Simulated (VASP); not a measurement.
Here is a VASP 6.6.1 calculation.

File INCAR:

```
  PREC = Accurate
  ENCUT = 520
  EDIFF = 1E-7
  ISMEAR = 0
  SIGMA = 0.025
  LREAL = F
  LASPH = T
  NELM = 150
  ALGO = Normal
  ISIF = 2
  LWAVE = F
  LCHARG = F
  ISPIN = 2
  MAGMOM = 0 0 4 4
  LORBIT = 11
  LMAXMIX = 4
  GGA = PE
  NBANDS = 30
```

Contents of KPOINTS:

```
regular mesh
0
Gamma
  8 8 5
```

File POSCAR:

```
MnAs
1.0
    3.7100000000      0.0000000000      0.0000000000
   -1.8550000000      3.2129542480      0.0000000000
    0.0000000000      0.0000000000      5.6910000000
As Mn
2 2
Direct
    0.6666666667      0.3333333333      0.7500000000
    0.3333333333      0.6666666667      0.2500000000
    0.0000000000      0.0000000000      0.5000000000
    0.0000000000      0.0000000000      0.0000000000
```

Potentials or basis: VASP PAW PBE potentials, release 64 (As, Mn_pv).

Command:

```sh
$ cat potpaw_PBE.64/As/POTCAR potpaw_PBE.64/Mn_pv/POTCAR > POTCAR
$ mpirun -np 1 vasp_std > vasp.out
```

Task: Estimate the site moments.

Result: As -0.12; Mn +3.21 μB.

Task: Estimate the pressure.

Result: -3.3 GPa.

Stress tensor (GPa, compression positive):
```
-2.28  0.00  0.00
 0.00 -2.28  0.00
 0.00  0.00 -5.22
```

Caveat: the cell stands under tension.
